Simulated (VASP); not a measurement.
Runs of VASP 6.6.1 on Ca3As. The structure is that of space group P4/mmm (No. 123), or close to it. The cells are those of the table. The cell was generated, and may not be a known phase.

```tsv
task	cell	k mesh	cutoff (eV)	gap on the mesh (eV)	pressure (GPa)
single point	a = 5.613, b = 5.613, c = 5.742 Å, 4 atoms	4 × 4 × 6	520	none	0.1
single point	a = 5.619, b = 5.619, c = 5.722 Å, 4 atoms	8 × 8 × 8	520	none	(a)
single point	a = 5.287, b = 5.287, c = 3.483 Å, 4 atoms	4 × 4 × 6	520	none	18.3
relaxation of cell and atoms	relaxed from a = 5.287, b = 5.287, c = 3.483 Å, 4 atoms	4 × 4 × 6	600	none	0.1
```

Alike in all rows: level PBE; potentials or basis VASP PAW PBE potentials, release 64 (Ca_sv, As); no spin polarisation; smearing gaussian 0.1 eV.

Question: Estimate the missing entries.

Answer: (a) 0.0.

Caveats: the stress differs along the axes, from 14 to 21 GPa (at least some runs).

A k mesh can miss the band edges, and the runs leave out spin-orbit coupling on As.

A gap of «none» marks levels without a gap at the run's occupations.
